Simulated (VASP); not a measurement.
Write the native input for VASP 6.6.1 that does the following.

| Quantity | Value |
| --- | --- |
| Task | single point |
| Functional | BLYP |
| Potentials or basis | VASP PAW PBE potentials, release 64 (Mn_pv) |
| Cutoff | 520 eV |
| k mesh | 15 × 15 × 15 |
| Occupations | fermi-dirac, width 0.1 eV |
| Spin | no spin polarisation |
| Dipole correction | no |
| Further INCAR settings | ALGO = Normal; EDIFF = 1e-06; NBANDS = 12 |

The structure of Mn lies in POSCAR:

```
Mn
1.0
    2.2835545514      0.0000000000      0.0000000000
    0.0000000000      2.2835545514      0.0000000000
    0.0000000000      0.0000000000      2.2835545514
Mn
1
Direct
    0.0000000000      0.0000000000      0.0000000000
```

This cell differs from its parent crystal: volume scaled by 0.96.

One way to write it, as run:

INCAR

```
PREC = Accurate ; ENCUT = 520
EDIFF = 1E-6 ; ISMEAR = -1
SIGMA = 0.1 ; LREAL = F
LASPH = T ; NELM = 100
ALGO = Normal ; ISIF = 2
LWAVE = F ; LCHARG = F
GGA = B5 ; ALDAX = 1.0
AGGAX = 1.0 ; AGGAC = 1.0
ALDAC = 0.0 ; NBANDS = 12
```

KPOINTS

```
Automatic mesh
0
Gamma
  15 15 15
```

Potentials or basis: VASP PAW PBE potentials, release 64 (Mn_pv).

Launch:

```sh
$ cat potpaw_PBE.64/Mn_pv/POTCAR > POTCAR
$ mpirun -np 1 vasp_std > vasp.out
```

It gave:

```yaml
Pressure: 8.7 GPa
```

Caveat: the PAW data sets were made with another functional, which shifts forces and pressure a little; the run has no spin polarisation, though such a crystal can be magnetic.

Wall time 33 s on 1 thread of AMD EPYC 7R13, on a shared host, peak memory 0.1 GiB.
